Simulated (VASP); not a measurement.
A run of VASP 6.6.1 is set up as follows.

File POSCAR:

```
GaN
1.0
    2.9213557375      0.0000000000      0.0000000000
   -1.4606778687      2.5299682821      0.0000000000
    0.0000000000      0.0000000000      2.6441095041
Ga N
1 1
Direct
    0.6666666667      0.3333333333      0.5000000000
    0.0000000000      0.0000000000      0.0000000000
```

INCAR.step1

```
PREC = Accurate ; ENCUT = 520
EDIFF = 1E-5 ; ISMEAR = -1
SIGMA = 0.05 ; LREAL = False
LASPH = True ; NELM = 80
ALGO = Normal ; ISIF = 2
LWAVE = True ; LCHARG = False
GGA = PE ; NBANDS = 16
```

The input INCAR.step2:

```
PREC = Accurate ; ENCUT = 520
EDIFF = 1E-6 ; ISMEAR = -1
SIGMA = 0.05 ; LREAL = False
LASPH = True ; NELM = 80
ALGO = Normal ; ISIF = 2
LWAVE = False ; LCHARG = False
GGA = PE ; LHFCALC = True
AEXX = 0.25 ; PRECFOCK = Normal
ISTART = 1 ; NBANDS = 16
```

File KPOINTS:

```
Automatic mesh
0
Gamma
  5 5 5
```

Potentials or basis: VASP PAW PBE potentials, release 64 (Ga_d, N).

Command:

```bash
$ cat potpaw_PBE.64/Ga_d/POTCAR potpaw_PBE.64/N/POTCAR > POTCAR
$ cp INCAR.step1 INCAR
$ mpirun -np 1 vasp_std > vasp.out
$ cp INCAR.step2 INCAR
$ mpirun -np 1 vasp_std > vasp.out
```

**Question.** What does it give for the pressure?

**Answer.** 0.8 GPa.

**Question.** Predict the band gap on the k mesh.

**Answer.** 1.66 eV (least direct gap 2.99 eV).

Stress tensor (GPa, compression positive):
```
0.78 0.00 0.00
0.00 0.78 0.00
0.00 0.00 0.98
```

Caveat: the k points lie up to 0.50 Å⁻¹ apart; the PAW data sets were made with another functional, which shifts forces and pressure a little. A k mesh can miss the band edges.
